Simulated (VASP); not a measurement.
Set up this calculation in VASP 6.6.1, as the native input.

```yaml
Task: single point
Functional: PBEsol
Potentials_or_basis: VASP PAW PBE potentials, release 64 (Mo_sv, S)
Cutoff: 520 eV
k_mesh: 6 × 6 × 1
Occupations: methfessel-paxton, width 0.1 eV
Spin: no spin polarisation
Dipole_correction: yes
Further_INCAR_settings: ALGO = Normal; EDIFF = 1e-06; NBANDS = 35
```

The structure of MoS2 lies in POSCAR:

```
MoS2
1.0
    3.1709999953      0.0000000000      0.0000000000
    1.5854999930      2.7461665541      0.0000000000
    0.0000000000      0.0000000000     22.7012441725
Mo S
2 4
Direct
    0.0000000000      0.0000000000      0.2643026944
    0.6666666667      0.6666666667      0.5336710437
    0.6666666667      0.6666666667      0.3316447817
    1.0000000000      0.0000000000      0.4663289563
    0.3333333333      0.3333333333      0.6010131310
    0.6666666667      0.6666666667      0.7356973056
```

One way to write it, as run:

INCAR

```
PREC = Accurate ; ENCUT = 520
EDIFF = 1E-6 ; ISMEAR = 1
SIGMA = 0.1 ; LREAL = False
LASPH = True ; NELM = 80
ALGO = Normal ; ISIF = 2
LWAVE = False ; LCHARG = True
LDIPOL = True ; IDIPOL = 3
DIPOL = 0.5 0.5 0.489 ; GGA = PS
LELF = True ; LVHAR = True
LVACPOTAV = True ; NBANDS = 35
```

KPOINTS

```
regular mesh
0
Gamma
  6 6 1
```

Potentials or basis: VASP PAW PBE potentials, release 64 (Mo_sv, S).

Command:

```bash
$ cat potpaw_PBE.64/Mo_sv/POTCAR potpaw_PBE.64/S/POTCAR > POTCAR
$ mpirun -np 1 vasp_std > vasp.out
```

It gave:

| Item | Value |
| --- | --- |
| Largest force | 0.874 eV/Å |
| Band gap on the k mesh | zero (band 26 reaches 1.50 eV, above the bottom of band 27 at 1.29 eV) |

Caveat: the k points lie up to 0.38 Å⁻¹ apart; the PAW data sets were made with another functional, which shifts forces and pressure a little.

It took 78 s on 1 thread of Intel(R) Xeon(R) 6975P-C (Granite Rapids), with other jobs on the host, peak memory 0.31 GiB.
